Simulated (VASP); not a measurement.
A run of VASP 6.6.1 is set up as follows.

Contents of INCAR:

```
PREC = Accurate
ENCUT = 520
EDIFF = 1E-6
ISMEAR = 0
SIGMA = 0.05
LREAL = False
LASPH = True
NELM = 80
ALGO = Normal
ISIF = 2
LWAVE = False
LCHARG = False
GGA = PE
NBANDS = 11
```

KPOINTS

```
regular mesh
0
Gamma
  12 12 12
```

Contents of POSCAR:

```
C
1.0
    0.0000000000      1.7298980000      1.7834000000
    1.7298980000      0.0000000000      1.7834000000
    1.7298980000      1.7298980000      0.0000000000
C
2
Direct
    0.5000000000      0.5000000000      0.5000000000
    0.7500000000      0.7500000000      0.7500000000
```

Potentials or basis: VASP PAW PBE potentials, release 64 (C).

The run is started by

```sh
$ cat potpaw_PBE.64/C/POTCAR > POTCAR
$ mpirun -np 1 vasp_std > vasp.out
```

Task: Estimate the band gap on the k mesh.

Result: 3.89 eV, indirect (least direct gap 5.47 eV).

Task: What does it give for the pressure?

Result: 32.6 GPa.

Stress tensor (GPa, compression positive):
```
43.01  0.00  0.00
 0.00 43.01  0.00
 0.00  0.00 11.86
```

Caveat: the cell differs from its parent crystal (strain -0.030 along x and y, +0.000 along z). A k mesh can miss the band edges.
